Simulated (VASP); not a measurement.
A run of VASP 6.6.1 is set up as follows.

The input POSCAR:

```
CdSe
1.0
    0.0000000000      2.8992805206      2.8992805206
    2.8992805206      0.0000000000      2.8992805206
    2.8992805206      2.8992805206      0.0000000000
Cd Se
1 1
Direct
    0.0000000000      0.0000000000      0.0000000000
    0.5000000000      0.5000000000      0.5000000000
```

INCAR.step1

```
PREC = Accurate
ENCUT = 550
ISMEAR = 0
SIGMA = 0.01
LREAL = False
LASPH = True
NELM = 120
NBANDS = 16
GGA = PE
ALGO = Normal
EDIFF = 1E-5
LWAVE = True
LCHARG = False
GGA_COMPAT = False
```

Contents of INCAR.step2:

```
PREC = Accurate
ENCUT = 550
EDIFF = 1E-6
ISMEAR = 0
SIGMA = 0.01
LREAL = False
LASPH = True
NELM = 120
ALGO = Normal
ISIF = 2
LWAVE = False
LCHARG = False
METAGGA = R2SCAN
LMIXTAU = True
NBANDS = 16
ISTART = 1
GGA_COMPAT = False
```

File KPOINTS:

```
Automatic mesh
0
Gamma
  6 6 6
```

Potentials or basis: VASP PAW PBE potentials, release 64 (Cd, Se).

Run with:

```sh
$ cat potpaw_PBE.64/Cd/POTCAR potpaw_PBE.64/Se/POTCAR > POTCAR
$ cp INCAR.step1 INCAR
$ mpirun -np 1 vasp_std > vasp.out
$ cp INCAR.step2 INCAR
$ mpirun -np 1 vasp_std > vasp.out
```

(1) Predict the band gap on the k mesh.

(2) Predict the pressure.

Results:

(1) 0.03 eV (least direct gap 1.14 eV).

(2) -3.3 GPa.

Caveat: the cell stands under tension; the PAW data sets were made with another functional, which shifts forces and pressure a little.
